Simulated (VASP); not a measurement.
Input of a VASP 6.6.1 run:

The input INCAR:

```
SYSTEM = Au
ALGO = Normal ; EDIFF = 1E-6
ENCUT = 520 ; GGA = PE
ISIF = 2 ; ISMEAR = -1
LASPH = .TRUE. ; LCHARG = .FALSE.
LREAL = .FALSE. ; LWAVE = .FALSE.
NBANDS = 24 ; NELM = 80
PREC = Accurate ; SIGMA = 0.1
```

File KPOINTS:

```
k-points
0
G
  8 8 11
  0 0 0
```

POSCAR

```
Au
1.0
    4.5501996309      0.0000000000      0.0000000000
   -2.2750998155      3.9405884727      0.0000000000
    0.0000000000      0.0000000000      2.7198822368
Au
3
Direct
    0.0000000000      0.0000000000      0.0000000000
    0.3333333333      0.6666666667      0.5000000000
    0.6666666667      0.3333333333      0.5000000000
```

Potentials or basis: VASP PAW PBE potentials, release 64 (Au).

The run is started by

```bash
$ cat potpaw_PBE.64/Au/POTCAR > POTCAR
$ mpirun -np 1 vasp_std > vasp.out
```

(1) What does it give for the pressure?

Results:

(1) 22.6 GPa.
